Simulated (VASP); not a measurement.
# Be (Im-3m) in VASP: a series of runs

The runs below take Be through single point, with PBEsol.

Everything below comes from runs of VASP 6.6.1. Logs are shortened: lines on timing, memory, paths and dates and some standing lists are left out, and cuts for length are marked.

**1. The cell of the first run**

It takes space group Im-3m (No. 229, cubic). The conventional cell has a = 3.425 Å, b = 3.425 Å, c = 3.425 Å, α = 90.00°, β = 90.00°, γ = 90.00°. Be (site symmetry m-3m) has 14 Be at 2.97 to 3.42 Å within 3.9 Å.

**2. Single point, PBEsol (Sr replaced by Be, lengths x 0.695, strained)**

Contents of INCAR:

```
SYSTEM = Be
ALGO = Normal ; EDIFF = 1E-6
ENCUT = 520 ; GGA = PS
ISIF = 2 ; ISMEAR = 0
LASPH = .True. ; LCHARG = .False.
LREAL = .False. ; LWAVE = .False.
NBANDS = 7 ; NELM = 100
PREC = Accurate ; SIGMA = 0.1
```

Contents of KPOINTS:

```
k-points
0
Gamma
  18 18 18
  0 0 0
```

Contents of POSCAR:

```
Be
1.0
   -1.7124623246      1.7124623246      1.7124623246
    1.7124623246     -1.7124623246      1.7124623246
    1.7124623246      1.7124623246     -1.7124623246
Be
1
Direct
    0.0000000000      0.0000000000      0.0000000000
```

Potentials or basis: VASP PAW PBE potentials, release 64 (Be).

On the command line:

```console
$ cat potpaw_PBE.64/Be/POTCAR > POTCAR
$ mpirun -np 1 vasp_std > vasp.out
```

OUTCAR:

```text
SYSTEM = Be
   EDIFF = 1E-6
   ENCUT = 520
   GGA = PS
   ISIF = 2
   ISMEAR = 0
   LASPH = .True.
   LREAL = .False.
   NELM = 100
   PREC = Accurate

 ion  position               nearest neighbor table
   1  0.000  0.000  0.000-

  LATTYP: Found a body centered cubic cell.
 ALAT       =     3.4249246492

  Lattice vectors:

 A1 = (  -1.7124623246,   1.7124623246,   1.7124623246)
 A2 = (   1.7124623246,  -1.7124623246,   1.7124623246)
 A3 = (   1.7124623246,   1.7124623246,  -1.7124623246)

Analysis of symmetry for initial positions (statically):
=====================================================================
 Subroutine PRICEL returns:
 Original cell was already a primitive cell.

 Routine SETGRP: Setting up the symmetry group for a
 body centered cubic supercell.

 Subroutine GETGRP returns: Found 48 space group operations
 (whereof 48 operations were pure point group operations)
 out of a pool of 48 trial point group operations.

The static configuration has the point symmetry O_h .

Analysis of symmetry for dynamics (positions and initial velocities):
=====================================================================
 Subroutine PRICEL returns:
 Original cell was already a primitive cell.

 Routine SETGRP: Setting up the symmetry group for a
 body centered cubic supercell.

 Subroutine GETGRP returns: Found 48 space group operations
 (whereof 48 operations were pure point group operations)
 out of a pool of 48 trial point group operations.

The dynamic configuration has the point symmetry O_h .

 Subroutine INISYM returns: Found 48 space group operations
 (whereof 48 operations are pure point group operations),
 and found     1 'primitive' translations

----------------------------------------------------------------------------------------

                                     Primitive cell

  volume of cell :      20.0874

  direct lattice vectors                    reciprocal lattice vectors
    -1.712462325  1.712462325  1.712462325     0.000000000  0.291977226  0.291977226
     1.712462325 -1.712462325  1.712462325     0.291977226  0.000000000  0.291977226
     1.712462325  1.712462325 -1.712462325     0.291977226  0.291977226  0.000000000

  length of vectors
     2.966071752  2.966071752  2.966071752     0.412918154  0.412918154  0.412918154

  position of ions in fractional coordinates (direct lattice)
     0.000000000  0.000000000  0.000000000

  ion indices of the primitive-cell ions
   primitive index   ion index
                 1           1

----------------------------------------------------------------------------------------

 KPOINTS: k-points

Automatic generation of k-mesh.
 Grid dimensions read from file:
 generate k-points for:   18   18   18

 Generating k-lattice:

  Cartesian coordinates                     Fractional coordinates (reciprocal lattice)
     0.000000000  0.016220957  0.016220957     0.055555556  0.000000000  0.000000000
     0.016220957  0.000000000  0.016220957     0.000000000  0.055555556  0.000000000
     0.016220957  0.016220957  0.000000000     0.000000000  0.000000000  0.055555556

  Length of vectors
     0.022939897  0.022939897  0.022939897

  Shift w.r.t. Gamma in fractional coordinates (k-lattice)
     0.000000000  0.000000000  0.000000000

 Subroutine IBZKPT returns following result:
 ===========================================

 Found    195 irreducible k-points:

 Following reciprocal coordinates:
            Coordinates               Weight
  0.000000  0.000000  0.000000      1.000000
  0.055556  0.000000  0.000000     12.000000
  0.111111  0.000000  0.000000     12.000000
  0.166667  0.000000  0.000000     12.000000
  0.222222  0.000000  0.000000     12.000000
  0.277778  0.000000  0.000000     12.000000
[... 16 lines left out ...]
  0.333333  0.111111  0.000000     48.000000
  0.388889  0.111111  0.000000     48.000000
 [... further k-points ...]
   k-points           NKPTS =    195   k-points in BZ     NKDIM =    195   number of bands    NBANDS=      7
   number of dos      NEDOS =    301   number of ions     NIONS =      1
   total plane-waves  NPLWV =  13824
   dimension x,y,z NGX =    24 NGY =   24 NGZ =   24
   dimension x,y,z NGXF=    48 NGYF=   48 NGZF=   48
   ions per type =               1
   NGX,Y,Z   is equivalent  to a cutoff of  13.45, 13.45, 13.45 a.u.
   NGXF,Y,Z  is equivalent  to a cutoff of  26.90, 26.90, 26.90 a.u.
 SYSTEM =  Be
   PREC   = accura    normal or accurate (medium, high low for compatibility)
   ISTART =      0    job   : 0-new  1-cont  2-samecut
   ICHARG =      2    charge: 1-file 2-atom 10-const
   ISPIN  =      1    spin polarized calculation?
   LNONCOLLINEAR =      F non collinear calculations
   LSORBIT =      F    spin-orbit coupling
   LASPH  =      T    aspherical Exc in radial PAW
   ENCUT  =  520.0 eV  38.22 Ry    6.18 a.u.   5.51  5.51  5.51*2*pi/ulx,y,z
   NELM   =    100;   NELMIN=  2; NELMDL= -5     # of ELM steps
   EDIFF  = 0.1E-05   stopping-criterion for ELM
   LREAL  =      F    real-space projection
   EDIFFG = 0.1E-04   stopping-criterion for IOM
   NSW    =      0    number of steps for IOM
   IBRION =     -1    ionic relax: 0-MD 1-quasi-New 2-CG
   NFREE  =      0    steps in history (QN), initial steepest desc. (CG)
   ISIF   =      2    stress and relaxation
   ISYM   =      2    0-nonsym 1-usesym 2-fastsym
   POTIM  = 0.5000    time-step for ionic-motion
   TEBEG  =    0.0;   TEEND  =   0.0 temperature during run
   PSTRESS=    0.0 pullay stress
   NELECT =       2.0000    total number of electrons
   NUPDOWN=      -1.0000    fix difference up-down
   EMIN   =  10.00;   EMAX   =-10.00  energy-range for DOS
   EFERMI =   0.00;   METHOD = LEGACY
   ISMEAR =     0;   SIGMA  =   0.10  broadening in eV -4-tet -1-fermi 0-gaus
   EFERMI_NEDOS =   21; number of points for ismear=-14 and -15
   IALGO  =     38    algorithm
   IMIX   =      4    mixing-type and parameters
     AMIX     =   0.40;   BMIX     =  1.00
     AMIX_MAG =   1.60;   BMIX_MAG =  1.00
  volume/ion in A,a.u.               =      20.09       135.56
  Fermi-wavevector in a.u.,A,eV,Ry     =   0.758771  1.433868  7.833320  0.575733
  Thomas-Fermi vector in A             =   1.857416
   LORBIT       =      0    0 simple, 1 ext, 2 COOP (PROOUT), +10 PAW based schemes
   GGA     = PS    functional components
   LHFCALC =     F    Hartree Fock is set to
   AEXX    =    0.0000 exact exchange contribution
   IVDW    =     0    specifies the selected vdW correction
   LEPSILON=     F    determine dielectric tensor
   LRPA    =     F    only Hartree local field effects (RPA)
 non-spin polarized calculation
 Gauss-broadening in eV      SIGMA  =   0.10
  energy-cutoff  :      520.00
  volume of cell :       20.09
 maximum number of plane-waves:       559
 NGX is ok and might be reduce to    24
   NGX = 11   NGY = 11   NGZ = 11

 number of electron       2.0000000 magnetization

 Free energy of the ion-electron system (eV)
  ---------------------------------------------------
  ext. energy  EPLUGINS =         0.00000000
  ---------------------------------------------------
  free energy    TOTEN  =        -2.20554721 eV

  energy without entropy =       -2.20301340  energy(sigma->0) =       -2.20428030

 E-fermi :   1.2208     XC(G=0):  -7.9271

 val. band max:        1.2099969497   @ k =   0.3889   0.2222   0.0000
 cond. band min:       1.2288424301   @ k =  -0.4444   0.5000   0.1111
 fundamental gap:      0.0188454805
 Fermi energy:         1.2207630063

 k-point     1 :       0.0000    0.0000    0.0000
  band No.  band energies     occupation
      1      -5.4908      2.00000
      2      10.5268      0.00000
      3      10.5268      0.00000
      4      10.5268      0.00000
      5      19.0105      0.00000
      6      19.0105      0.00000
      7      19.0105      0.00000

 k-point     2 :       0.0556    0.0000    0.0000
  band No.  band energies     occupation
      1      -5.4227      2.00000
      2      10.2920      0.00000
      3      10.3765      0.00000
      4      10.4902      0.00000
      5      18.4045      0.00000
      6      18.4458      0.00000
      7      19.3085      0.00000

 k-point     3 :       0.1111    0.0000    0.0000
  band No.  band energies     occupation
      1      -5.2182      2.00000
      2       9.5975      0.00000
      3       9.9849      0.00000
      4      10.3832      0.00000
      5      17.1273      0.00000
      6      17.4677      0.00000
      7      19.6857      0.00000

 k-point     4 :       0.1667    0.0000    0.0000
  band No.  band energies     occupation
      1      -4.8776      2.00000
      2       8.5037      0.00000
      3       9.4719      0.00000
      4      10.2162      0.00000
      5      16.1032      0.00000
      6      16.5213      0.00000
      7      19.4074      0.00000

 k-point     5 :       0.2222    0.0000    0.0000
  band No.  band energies     occupation
      1      -4.4017      2.00000
      2       7.1414      0.00000
      3       8.9391      0.00000
      4      10.0086      0.00000
      5      15.4147      0.00000
      6      15.6929      0.00000
      7      19.3951      0.00000
[... 161 lines left out ...]
 k-point    22 :       0.2778    0.1111    0.0000
  band No.  band energies     occupation
      1      -2.8460      2.00000
      2       4.3315      0.00000
      3       7.1299      0.00000
      4       8.9752      0.00000
      5      14.9931      0.00000
      6      15.5064      0.00000
      7      19.8491      0.00000

 k-point    23 :       0.3333    0.1111    0.0000
  band No.  band energies     occupation
      1      -1.9790      2.00000
      2       2.9022      0.00000
      3       6.8211      0.00000
      4       8.7638      0.00000
      5      14.7731      0.00000
      6      15.4712      0.00000
      7      20.2595      0.00000

 k-point    24 :       0.3889    0.1111    0.0000
  band No.  band energies     occupation
      1      -1.0119      2.00000
      2       1.5846      0.00000
      3       6.6345      0.00000
      4       8.6295      0.00000
      5      14.6337      0.00000
      6      15.4651      0.00000
      7      20.7779      0.00000

 [... further k-points ...]
[... 5 lines left out ...]
  --------------------------------------------------------------------------------------
  -------------------------------------------------------------------------------------
  Total       -2.6786158     -2.6786158     -2.6786158      0.0000000     -0.0000000      0.0000000
  in kB     -213.6475586   -213.6475586   -213.6475586      0.0000000     -0.0000000      0.0000000
  external PRESSURE =    -213.6475586 kB  Pullay stress =       0.0000000 kB

 VOLUME and BASIS-vectors are now :
 -----------------------------------------------------------------------------
  energy-cutoff  :      520.00
  volume of cell :       20.09
      direct lattice vectors                 reciprocal lattice vectors
    -1.712462325  1.712462325  1.712462325     0.000000000  0.291977226  0.291977226
     1.712462325 -1.712462325  1.712462325     0.291977226  0.000000000  0.291977226
     1.712462325  1.712462325 -1.712462325     0.291977226  0.291977226  0.000000000

 POSITION                                       TOTAL-FORCE (eV/Angst)
 -----------------------------------------------------------------------------------
      0.00000      0.00000      0.00000        -0.000000      0.000000     -0.000000
 -----------------------------------------------------------------------------------
    total drift:                                0.000000      0.000000      0.000000

  FREE ENERGIE OF THE ION-ELECTRON SYSTEM (eV)
  ---------------------------------------------------
  free  energy   TOTEN  =        -2.2055472108 eV

  energy  without entropy=       -2.2030133952  energy(sigma->0) =       -2.20428030
```

Wall time 10 s (1 thread of Intel Xeon Platinum 8488C (Sapphire Rapids), shared host); peak memory 0.14 GiB.

What came out:

```yaml
Free_energy: -2.2055 eV
Pressure: -21.4 GPa
Band_gap_on_the_k_mesh: zero (band 1 reaches 3.79 eV, above the bottom of band 2 at 0.55 eV)
```

Caveat: the cell differs from its parent crystal (Sr replaced by Be, lengths x 0.695, strained); the PAW data sets were made with another functional, which shifts forces and pressure a little.

[end of part 1 of 2]
